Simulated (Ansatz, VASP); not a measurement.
## One calculation of Si8SbO15, two programs

Contents of INCAR:

```
PREC = Accurate
ENCUT = 520
EDIFF = 1E-8
ISMEAR = -1
SIGMA = 0.01
LREAL = Auto
LASPH = True
NELM = 150
ALGO = Normal
ISIF = 2
LWAVE = False
LCHARG = False
ISPIN = 2
MAGMOM = 0 0 0 0 0 0 0 0 1 0 0 0 0 0 0 0 0 0 0 0 0 0 0 0
LORBIT = 11
GGA = PE
LEFG = True
NBANDS = 86
```

KPOINTS

```
Automatic mesh
0
Gamma
  3 3 3
```

The input POSCAR:

```
Si8SbO15
1.0
    0.0000000000      4.9926472100      6.9339264200
    4.9926472100      0.0000000000      6.9339264200
    4.9926472100      4.9926472100      0.0000000000
Si Sb O
8 1 15
Direct
    0.2500000000      0.2500000000      0.4486584000
    0.7500000000      0.7500000000      0.9486584000
    0.0736584000      0.6763416000      0.1250000000
    0.5736584000      0.1763416000      0.6250000000
    0.4263416000      0.8236584000      0.3750000000
    0.9263416000      0.3236584000      0.8750000000
    0.0000000000      0.0000000000      0.3013416000
    0.5000000000      0.5000000000      0.8013416000
    0.0939631750      0.2261453150      0.6674232750
    0.5939631750      0.7261453150      0.1674232750
    0.4761453150      0.3439631750      0.7624682350
    0.9761453150      0.8439631750      0.2624682350
    0.4060368250      0.2738546850      0.4875317650
    0.9060368250      0.7738546850      0.9875317650
    0.2075767250      0.8625317650      0.3988546850
    0.7075767250      0.3625317650      0.8988546850
    0.0238546850      0.1560368250      0.0825767250
    0.5238546850      0.6560368250      0.5825767250
    0.3874682350      0.0424232750      0.3511453150
    0.8874682350      0.5424232750      0.8511453150
    0.2924232750      0.6374682350      0.9689631750
    0.7924232750      0.1374682350      0.4689631750
    0.1125317650      0.4575767250      0.2810368250
    0.6125317650      0.9575767250      0.7810368250
```

Input for Ansatz:

```yaml
crystal:
  lattice:
    - [0.0, 4.99264721, 6.93392642]
    - [4.99264721, 0.0, 6.93392642]
    - [4.99264721, 4.99264721, 0.0]
  atoms:
    - { symbol: Si, position: [0.25, 0.25, 0.4486584] }
    - { symbol: Si, position: [0.75, 0.75, 0.9486584] }
    - { symbol: Si, position: [0.0736584, 0.6763416, 0.125] }
    - { symbol: Si, position: [0.5736584, 0.1763416, 0.625] }
    - { symbol: Si, position: [0.4263416, 0.8236584, 0.375] }
    - { symbol: Si, position: [0.9263416, 0.3236584, 0.875] }
    - { symbol: Si, position: [0.0, 0.0, 0.3013416] }
    - { symbol: Si, position: [0.5, 0.5, 0.8013416] }
    - { symbol: Sb, position: [0.093963175, 0.226145315, 0.667423275], spin: 1.0 }
    - { symbol: O, position: [0.593963175, 0.726145315, 0.167423275] }
    - { symbol: O, position: [0.476145315, 0.343963175, 0.762468235] }
    - { symbol: O, position: [0.976145315, 0.843963175, 0.262468235] }
    - { symbol: O, position: [0.406036825, 0.273854685, 0.487531765] }
    - { symbol: O, position: [0.906036825, 0.773854685, 0.987531765] }
    - { symbol: O, position: [0.207576725, 0.862531765, 0.398854685] }
    - { symbol: O, position: [0.707576725, 0.362531765, 0.898854685] }
    - { symbol: O, position: [0.023854685, 0.156036825, 0.082576725] }
    - { symbol: O, position: [0.523854685, 0.656036825, 0.582576725] }
    - { symbol: O, position: [0.387468235, 0.042423275, 0.351145315] }
    - { symbol: O, position: [0.887468235, 0.542423275, 0.851145315] }
    - { symbol: O, position: [0.292423275, 0.637468235, 0.968963175] }
    - { symbol: O, position: [0.792423275, 0.137468235, 0.468963175] }
    - { symbol: O, position: [0.112531765, 0.457576725, 0.281036825] }
    - { symbol: O, position: [0.612531765, 0.957576725, 0.781036825] }
magnetization:
  spin_polarized: true
kpoints:
  mp_grid: { grid: [3, 3, 3] }
scf:
  occupations: { method: fermi_dirac, width: 0.01 }
hamiltonian:
  xc: pbe
  pseudopotentials: { kind: paw }
output:
  forces: true
  stress: true
  populations: true
  efg:
    quadrupole_moments_barn: { Sb: -0.543, O: -0.02558 }
    contact_densities: true
```

Alike in both runs: task electric field gradients; functional PBE; k mesh 3 × 3 × 3; occupations fermi-dirac, width 0.01 eV; collinear spin.

|  | VASP | Ansatz |
| --- | --- | --- |
| version | VASP 6.6.1 | Ansatz 0.2.0 |
| potentials or method | VASP PAW PBE potentials, release 64 (Si, Sb, O) | plane-wave PAW, scalar-relativistic |
| plane-wave cutoff (eV) | 520 | 420 |
| valence electrons in the cell | 127 | 137 |

Ansatz gave:

| Property | Result |
| --- | --- |
| rms of the force components (eV/Å) | 9.154 |
| net moment per atom (μB) | 0.04 |
| size of the moment on the site where the two differ most (μB) | 0.04 |
| size of Vzz on the site where it differs most (V/Å²) | 1104.2 |

Which values does VASP return?

rms of the force components (eV/Å): 8.954; net moment per atom (μB): 0.04; size of the moment on the site where the two differ most (μB): 0.34; size of Vzz on the site where it differs most (V/Å²): 1344.4.

Site moments also hang on the region over which each program counts them. Atom by atom the forces differ by 0.249 eV/Å (rms over components). One of these differences is far larger than is usual between the two programs; its cause wasn't traced. VASP's potentials hold 127 valence electrons a cell and Ansatz's 137, so a difference there can come from the potentials and not from the codes.

Neither program's run includes spin-orbit coupling.
